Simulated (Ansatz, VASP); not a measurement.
**KZnF3 in VASP and in Ansatz**

The input INCAR:

```
SYSTEM = KZnF3
  PREC = Accurate
  ENCUT = 520
  EDIFF = 1E-7
  ISMEAR = 0
  SIGMA = 0.05
  LREAL = .False.
  LASPH = .True.
  NELM = 60
  ALGO = Normal
  ISIF = 2
  LWAVE = .False.
  LCHARG = .True.
  GGA = PE
  LELF = .True.
  LVHAR = .True.
  NBANDS = 29
```

The input KPOINTS:

```
Automatic mesh
0
Gamma
  6 6 6
  0 0 0
```

POSCAR

```
KZnF3
1.0
    3.9487500000      0.0000000000      0.0000000000
    0.0000000000      3.9487500000      0.0000000000
    0.0000000000      0.0000000000      3.9487500000
K Zn F
1 1 3
Direct
    0.0000000000      0.0000000000      0.0000000000
    0.5000000000      0.5000000000      0.5000000000
    0.5000000000      0.5000000000      0.0000000000
    0.0000000000      0.5000000000      0.5000000000
    0.5000000000      0.0000000000      0.5000000000
```

Input for Ansatz:

```yaml
crystal:
  lattice:
    - [3.94875, 0.0, 0.0]
    - [0.0, 3.94875, 0.0]
    - [0.0, 0.0, 3.94875]
  atoms:
    - { symbol: K, position: [0.0, 0.0, 0.0] }
    - { symbol: Zn, position: [0.5, 0.5, 0.5] }
    - { symbol: F, position: [0.5, 0.5, 0.0] }
    - { symbol: F, position: [0.0, 0.5, 0.5] }
    - { symbol: F, position: [0.5, 0.0, 0.5] }
basis:
  ecutwfc: 420
kpoints:
  mp_grid: { grid: [6, 6, 6] }
hamiltonian:
  xc: pbe
scf:
  occupations: { method: gaussian, width: 0.05 }
output:
  forces: true
  stress: true
  eigenvalues: true
```

Change from the starting cell: strain -0.025 along x and y, -0.025 along z, atoms carried along.

Alike in both runs: task single point; functional PBE; k mesh 6 × 6 × 6; occupations gaussian, width 0.05 eV; no spin polarisation.

```csv
,VASP,Ansatz
version,VASP 6.6.1,Ansatz 0.2.0
potentials or method,"VASP PAW PBE potentials, release 64 (K_sv, Zn, F), cutoff 520 eV","scalar-relativistic, plane waves, PAW"
valence electrons in the cell,42,42
```

|  | VASP | Ansatz | Ansatz less VASP |
| --- | --- | --- | --- |
| gap on the k mesh at the Fermi level (eV) | 3.99 | 4.07 | +0.080 |
| least direct gap on the mesh (eV) | 6.31 | 6.36 | +0.045 |
| pressure (GPa) | 13.3 | 12.7 | -0.59 |
